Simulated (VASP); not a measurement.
# HfSi39 (a cell with a defect) in VASP: single point with PBE

Aim: the single point of HfSi39 (a cell with a defect) with PBE.

Program: VASP 6.6.1. These are calculated values, not measurements. Logs are shortened: lines on timing, memory, paths and dates and some standing lists are left out, and cuts for length are marked.

### Step 1. The cell of the first run

The cell holds a defect, 40 atoms: a = 10.234 Å, b = 10.234 Å, c = 10.234 Å, α = 106.60°, β = 106.60°, γ = 115.38°.

### Step 2. Single point, PBE

INCAR

```
PREC = Accurate ; ENCUT = 520
EDIFF = 1E-7 ; ISMEAR = 0
SIGMA = 0.01 ; LREAL = Auto
LASPH = T ; NELM = 60
ALGO = Normal ; ISIF = 2
LWAVE = F ; LCHARG = F
GGA = PE ; NBANDS = 109
```

KPOINTS

```
regular mesh
0
Gamma
  2 2 2
```

POSCAR

```
HfSi39
1.0
   -8.2051404881      2.7350468294     -5.4700936587
    8.2051404881     -2.7350468294     -5.4700936587
   -2.7350468294     -8.2051404881      5.4700936587
Hf Si
1 39
Direct
    0.5750000000      0.7750000000      0.1000000000
    0.4226855142      0.7224946374      0.4052157359
    0.1172434589      0.6215504083      0.9989185281
    0.2722727799      0.6778309103      0.7006095472
    0.9732605622      0.5740810284      0.2972742332
    0.8250000000      0.5250000000      0.6000000000
    0.6721690897      0.4727786368      0.8944418696
    0.5226318802      0.4183249308      0.2010814719
    0.2172789015      0.3174697783      0.7947842641
    0.3740136710      0.3767394378      0.5008204662
    0.0750000000      0.2750000000      0.1000000000
    0.9316750692      0.2327565411      0.4043069494
    0.7759189716      0.1731932048      0.6991795338
    0.6275053626      0.1327210985      0.0001908768
    0.4783367672      0.0777272201      0.3055581304
    0.1768067952      0.9759863290      0.9027257668
    0.3250000000      0.0250000000      0.6000000000
    0.0325302217      0.9273144858      0.1998091232
    0.7284495917      0.8273681198      0.7956930506
    0.8772213632      0.8716632328      0.4993904528
    0.4894437747      0.4723979872     -0.0100848676
    0.3487079519      0.4486730817      0.2997124698
    0.0489606119      0.3489954822      0.9002875302
    0.2038300446      0.4065612626      0.6044647177
    0.9013269183      0.3010393881      0.2000348703
    0.7534615814      0.2510625616      0.5019516218
    0.6015346951      0.2014677105      0.7971461729
    0.4506346731      0.1461699554      0.1027312180
    0.1485322895      0.0456784625      0.7000669847
    0.3043215375      0.1043885222      0.4028538271
    1.0010045178      1.0012920481      0.9999651297
    0.8776020128      0.9675171452      0.3170457875
    0.7020965449      0.8993653269      0.5955352823
    0.5504713577      0.8605562253      0.8829542125
    0.3824828548      0.7995286423      0.2100848676
    0.0989374384      0.7008890601      0.8023990198
    0.2456114778      0.7484653049      0.4999330153
    0.9434387374      0.6479034551      0.0972687820
    0.6491109399      0.5515099597      0.6980483782
    0.7984900403      0.5965384186      0.3976009802
```

Potentials or basis: VASP PAW PBE potentials, release 64 (Hf_pv, Si).

The run is started by

```
$ cat potpaw_PBE.64/Hf_pv/POTCAR potpaw_PBE.64/Si/POTCAR > POTCAR
$ mpirun -np 1 vasp_std > vasp.out
```

OUTCAR:

```text
PREC = Accurate
   ENCUT = 520
   EDIFF = 1E-7
   ISMEAR = 0
   LREAL = Auto
   LASPH = T
   NELM = 60
   ISIF = 2
   GGA = PE

 ion  position               nearest neighbor table
   1  0.575  0.775  0.100-  32 2.60  34 2.60  21 2.60  35 2.60
   2  0.423  0.722  0.405-  35 2.34  37 2.36  22 2.36  33 2.37
   3  0.117  0.622  0.999-  35 2.35  38 2.35  36 2.36  23 2.37
   4  0.272  0.678  0.701-  34 2.34  37 2.35  24 2.35  36 2.36
   5  0.973  0.574  0.297-  25 2.36  40 2.36  37 2.36  38 2.36
   6  0.825  0.525  0.600-  39 2.37  36 2.37  40 2.37  26 2.37
[... 32 lines left out ...]
  39  0.649  0.552  0.698-   7 2.36  10 2.36  19 2.36   6 2.37
  40  0.798  0.597  0.398-  20 2.36   5 2.36   8 2.36   6 2.37

  LATTYP: Found a body centered tetragonal cell.
 ALAT       =    12.2315012642
 C/A-ratio  =     0.8944271910

  Lattice vectors:

 A1 = (  -8.2051404881,   2.7350468294,  -5.4700936587)
 A2 = (   8.2051404881,  -2.7350468294,  -5.4700936587)
 A3 = (  -2.7350468294,  -8.2051404881,   5.4700936587)

Analysis of symmetry for initial positions (statically):
=====================================================================
 Subroutine PRICEL returns:
 Original cell was already a primitive cell.

 Routine SETGRP: Setting up the symmetry group for a
 body centered tetragonal supercell.

 Subroutine GETGRP returns: Found  4 space group operations
 (whereof  1 operations were pure point group operations)
 out of a pool of 16 trial point group operations.

The static configuration has the point symmetry C_1 .
 The point group associated with its full space group is S_4 .

Analysis of symmetry for dynamics (positions and initial velocities):
=====================================================================
 Subroutine PRICEL returns:
 Original cell was already a primitive cell.

 Routine SETGRP: Setting up the symmetry group for a
 body centered tetragonal supercell.

 Subroutine GETGRP returns: Found  4 space group operations
 (whereof  1 operations were pure point group operations)
 out of a pool of 16 trial point group operations.

The dynamic configuration has the point symmetry C_1 .
 The point group associated with its full space group is S_4 .

 Subroutine INISYM returns: Found  4 space group operations
 (whereof  1 operations are pure point group operations),
 and found     1 'primitive' translations

----------------------------------------------------------------------------------------

                                     Primitive cell

  volume of cell :     818.3787

  direct lattice vectors                    reciprocal lattice vectors
    -8.205140488  2.735046829 -5.470093659    -0.073124891 -0.036562445 -0.091406113
     8.205140488 -2.735046829 -5.470093659     0.036562445 -0.073124891 -0.091406113
    -2.735046829 -8.205140488  5.470093659    -0.036562445 -0.109687336  0.000000000

  length of vectors
    10.233608172 10.233608172 10.233608172     0.122634170  0.122634170  0.115620604

  position of ions in fractional coordinates (direct lattice)
     0.575000000  0.775000000  0.100000000
     0.422685514  0.722494637  0.405215736
     0.117243459  0.621550408  0.998918528
     0.272272780  0.677830910  0.700609547
     0.973260562  0.574081028  0.297274233
     0.825000000  0.525000000  0.600000000
[... 32 lines left out ...]
     0.649110940  0.551509960  0.698048378
     0.798490040  0.596538419  0.397600980

  ion indices of the primitive-cell ions
   primitive index   ion index
                 1           1
                 2           2
                 3           3
                 4           4
                 5           5
                 6           6
[... 32 lines left out ...]
                39          39
                40          40

----------------------------------------------------------------------------------------

 KPOINTS: regular mesh

Automatic generation of k-mesh.
 Grid dimensions read from file:
 generate k-points for:    2    2    2

 Generating k-lattice:

  Cartesian coordinates                     Fractional coordinates (reciprocal lattice)
    -0.036562445 -0.018281223 -0.045703057     0.500000000  0.000000000 -0.000000000
     0.018281223 -0.036562445 -0.045703057     0.000000000  0.500000000 -0.000000000
    -0.018281223 -0.054843668  0.000000000     0.000000000  0.000000000  0.500000000

  Length of vectors
     0.061317085  0.061317085  0.057810302

  Shift w.r.t. Gamma in fractional coordinates (k-lattice)
     0.000000000  0.000000000  0.000000000

 Subroutine IBZKPT returns following result:
 ===========================================

 Found      4 irreducible k-points:

 Following reciprocal coordinates:
            Coordinates               Weight
  0.000000  0.000000  0.000000      1.000000
  0.500000  0.000000  0.000000      4.000000
  0.500000  0.500000  0.000000      2.000000
  0.500000  0.500000  0.500000      1.000000
   k-points           NKPTS =      4   k-points in BZ     NKDIM =      4   number of bands    NBANDS=    109
   number of dos      NEDOS =    301   number of ions     NIONS =     40
   total plane-waves  NPLWV = 512000
   dimension x,y,z NGX =    80 NGY =   80 NGZ =   80
   dimension x,y,z NGXF=   160 NGYF=  160 NGZF=  160
   ions per type =               1  39
   NGX,Y,Z   is equivalent  to a cutoff of  13.00, 13.00, 13.00 a.u.
   NGXF,Y,Z  is equivalent  to a cutoff of  25.99, 25.99, 25.99 a.u.
 SYSTEM =  unknown system
   PREC   = accura    normal or accurate (medium, high low for compatibility)
   ISTART =      0    job   : 0-new  1-cont  2-samecut
   ICHARG =      2    charge: 1-file 2-atom 10-const
   ISPIN  =      1    spin polarized calculation?
   LNONCOLLINEAR =      F non collinear calculations
   LSORBIT =      F    spin-orbit coupling
   LASPH  =      T    aspherical Exc in radial PAW
   ENCUT  =  520.0 eV  38.22 Ry    6.18 a.u.  19.03 19.03 19.03*2*pi/ulx,y,z
   NELM   =     60;   NELMIN=  2; NELMDL= -5     # of ELM steps
   EDIFF  = 0.1E-06   stopping-criterion for ELM
   LREAL  =      T    real-space projection
   EDIFFG = 0.1E-05   stopping-criterion for IOM
   NSW    =      0    number of steps for IOM
   IBRION =     -1    ionic relax: 0-MD 1-quasi-New 2-CG
   NFREE  =      0    steps in history (QN), initial steepest desc. (CG)
   ISIF   =      2    stress and relaxation
   ISYM   =      2    0-nonsym 1-usesym 2-fastsym
   POTIM  = 0.5000    time-step for ionic-motion
   TEBEG  =    0.0;   TEEND  =   0.0 temperature during run
   PSTRESS=    0.0 pullay stress
   NELECT =     166.0000    total number of electrons
   NUPDOWN=      -1.0000    fix difference up-down
   EMIN   =  10.00;   EMAX   =-10.00  energy-range for DOS
   EFERMI =   0.00;   METHOD = LEGACY
   ISMEAR =     0;   SIGMA  =   0.01  broadening in eV -4-tet -1-fermi 0-gaus
   EFERMI_NEDOS =   21; number of points for ismear=-14 and -15
   IALGO  =     38    algorithm
   IMIX   =      4    mixing-type and parameters
     AMIX     =   0.40;   BMIX     =  1.00
     AMIX_MAG =   1.60;   BMIX_MAG =  1.00
  volume/ion in A,a.u.               =      20.46       138.07
  Fermi-wavevector in a.u.,A,eV,Ry     =   0.961892  1.817711 12.588590  0.925235
  Thomas-Fermi vector in A             =   2.091303
   LORBIT       =      0    0 simple, 1 ext, 2 COOP (PROOUT), +10 PAW based schemes
   GGA     = PE    functional components
   LHFCALC =     F    Hartree Fock is set to
   AEXX    =    0.0000 exact exchange contribution
   IVDW    =     0    specifies the selected vdW correction
   LEPSILON=     F    determine dielectric tensor
   LRPA    =     F    only Hartree local field effects (RPA)
 non-spin polarized calculation
 Gauss-broadening in eV      SIGMA  =   0.01
  energy-cutoff  :      520.00
  volume of cell :      818.38
 maximum number of plane-waves:     22080
 NGX is ok and might be reduce to    80
   NGX = 39   NGY = 39   NGZ = 39

 number of electron     165.9999998 magnetization

 Free energy of the ion-electron system (eV)
  ---------------------------------------------------
  ext. energy  EPLUGINS =         0.00000000
  ---------------------------------------------------
  free energy    TOTEN  =      -219.03198928 eV

  energy without entropy =     -219.03198928  energy(sigma->0) =     -219.03198928

 E-fermi :   5.5976     XC(G=0):  -9.3846

 val. band max:        5.5079454913   @ k =   0.0000   0.0000   0.0000
 cond. band min:       5.9696420554   @ k =   0.5000   0.5000   0.5000
 fundamental gap:      0.4616965641
 Fermi energy:         5.5976476888

 k-point     1 :       0.0000    0.0000    0.0000
  band No.  band energies     occupation
      1     -25.1988      2.00000
      2     -25.1988      2.00000
      3     -25.1672      2.00000
      4      -6.2118      2.00000
      5      -4.6214      2.00000
      6      -4.5820      2.00000
[... 87 lines left out ...]
     94       7.8033      0.00000
     95       8.0963      0.00000

 k-point     2 :       0.5000    0.0000    0.0000
  band No.  band energies     occupation
      1     -25.1988      2.00000
      2     -25.1988      2.00000
      3     -25.1672      2.00000
      4      -5.7901      2.00000
      5      -5.6900      2.00000
      6      -4.9953      2.00000
[... 87 lines left out ...]
     94       7.6305      0.00000
     95       7.6564      0.00000

 k-point     3 :       0.5000    0.5000    0.0000
  band No.  band energies     occupation
      1     -25.1988      2.00000
      2     -25.1988      2.00000
      3     -25.1672      2.00000
      4      -5.8407      2.00000
      5      -5.7350      2.00000
      6      -4.8286      2.00000
[... 87 lines left out ...]
     94       7.6607      0.00000
     95       7.7597      0.00000

 k-point     4 :       0.5000    0.5000    0.5000
  band No.  band energies     occupation
      1     -25.1988      2.00000
      2     -25.1988      2.00000
      3     -25.1672      2.00000
      4      -5.4285      2.00000
      5      -5.4176      2.00000
      6      -5.4176      2.00000
[... 87 lines left out ...]
     94       7.4662      0.00000
     95       7.8774      0.00000
 [bands above 95 left out]

------------------------ aborting loop because EDIFF is reached ----------------------------------------

  FORCE on cell =-STRESS in cart. coord.  units (eV):
  Direction    XX          YY          ZZ          XY          YZ          ZX
  --------------------------------------------------------------------------------------
  -------------------------------------------------------------------------------------
  Total        7.2133551      7.2133551      7.9564984      0.0000001      0.0000000      0.0000000
  in kB       14.1219153     14.1219153     15.5768010      0.0000001      0.0000000      0.0000000
  external PRESSURE =      14.6068772 kB  Pullay stress =       0.0000000 kB

 VOLUME and BASIS-vectors are now :
 -----------------------------------------------------------------------------
  energy-cutoff  :      520.00
  volume of cell :      818.38
      direct lattice vectors                 reciprocal lattice vectors
    -8.205140488  2.735046829 -5.470093659    -0.073124891 -0.036562445 -0.091406113
     8.205140488 -2.735046829 -5.470093659     0.036562445 -0.073124891 -0.091406113
    -2.735046829 -8.205140488  5.470093659    -0.036562445 -0.109687336  0.000000000

 POSITION                                       TOTAL-FORCE (eV/Angst)
 -----------------------------------------------------------------------------------
      1.36752     -1.36752     -6.83762         0.000000     -0.000000     -0.000000
      1.35169     -4.14484     -4.04767         0.000879     -0.000870     -0.003081
      1.40582     -9.57557      1.42291         0.007134     -0.002369     -0.002648
      1.41146     -6.85782     -1.36476        -0.005134     -0.005075      0.002612
     -4.08838     -1.34740     -6.83799        -0.003520     -0.002146      0.003962
     -4.10257     -4.10257     -4.10257         0.000000     -0.000000     -0.000000
[... 32 lines left out ...]
     -2.71002     -5.46064     -2.74912        -0.002000     -0.001934     -0.000612
     -2.74450     -2.71002     -5.45602         0.001934     -0.002000      0.000612
 -----------------------------------------------------------------------------------
    total drift:                               -0.000000     -0.000000     -0.000000

  FREE ENERGIE OF THE ION-ELECTRON SYSTEM (eV)
  ---------------------------------------------------
  free  energy   TOTEN  =      -219.0319892789 eV

  energy  without entropy=     -219.0319892789  energy(sigma->0) =     -219.03198928
```

Run time: 13 min. Hardware: 1 thread of Intel Xeon Platinum 8488C (Sapphire Rapids), shared host; peak memory 1 GiB.

What came out:

| Quantity | Value |
| --- | --- |
| Free energy | -219.0320 eV |
| Pressure | 1.5 GPa |
| Largest force | 0.010 eV/Å |
| Band gap on the k mesh | 0.46 eV |

Forces on the atoms (eV/Å):
```
Hf   0.000  0.000  0.000
Si   0.001 -0.001 -0.003
Si   0.007 -0.002 -0.003
Si  -0.005 -0.005  0.003
Si  -0.004 -0.002  0.004
Si   0.000  0.000  0.000
Si   0.005 -0.005 -0.003
Si  -0.007  0.002 -0.003
Si  -0.001  0.001 -0.003
Si  -0.002  0.004 -0.004
Si   0.000  0.000  0.000
Si  -0.002 -0.007  0.003
Si   0.002 -0.004 -0.004
Si   0.001  0.001  0.003
Si  -0.005  0.005 -0.003
Si   0.004  0.002  0.004
Si   0.000  0.000  0.000
Si  -0.001 -0.001  0.003
Si   0.002  0.007  0.003
Si   0.005  0.005  0.003
Si   0.001 -0.007  0.008
Si  -0.003 -0.006  0.000
Si   0.003  0.006  0.000
Si  -0.002  0.001  0.004
Si   0.006 -0.003  0.000
Si   0.002  0.002 -0.001
Si   0.000  0.003  0.010
Si   0.001  0.002 -0.004
Si  -0.003  0.000 -0.010
Si   0.000 -0.003  0.010
Si  -0.006  0.003  0.000
Si   0.007  0.001 -0.008
Si   0.002 -0.001  0.004
Si  -0.007 -0.001 -0.008
Si  -0.001  0.007  0.008
Si  -0.002  0.002  0.001
Si   0.003  0.000 -0.010
Si  -0.001 -0.002 -0.004
Si  -0.002 -0.002 -0.001
Si   0.002 -0.002  0.001
```

Levels at points of the mesh, in eV from the valence-band top:
| k point | band 81 | band 82 | band 83 | band 84 | band 85 | band 86 |
| --- | --- | --- | --- | --- | --- | --- |
| (0.00, 0.00, 0.00) | -0.02 | 0.00 | 0.00 | 0.63 | 0.87 | 1.26 |
| (0.50, 0.00, 0.00) | -0.40 | -0.33 | -0.20 | 0.92 | 1.02 | 1.26 |
| (0.50, 0.50, 0.00) | -0.54 | -0.40 | -0.37 | 0.83 | 1.14 | 1.23 |
| (0.50, 0.50, 0.50) | -0.55 | -0.55 | -0.52 | 0.46 | 0.73 | 0.89 |

Caveat: spin-orbit coupling is left out, which moves the levels of the heavy elements.
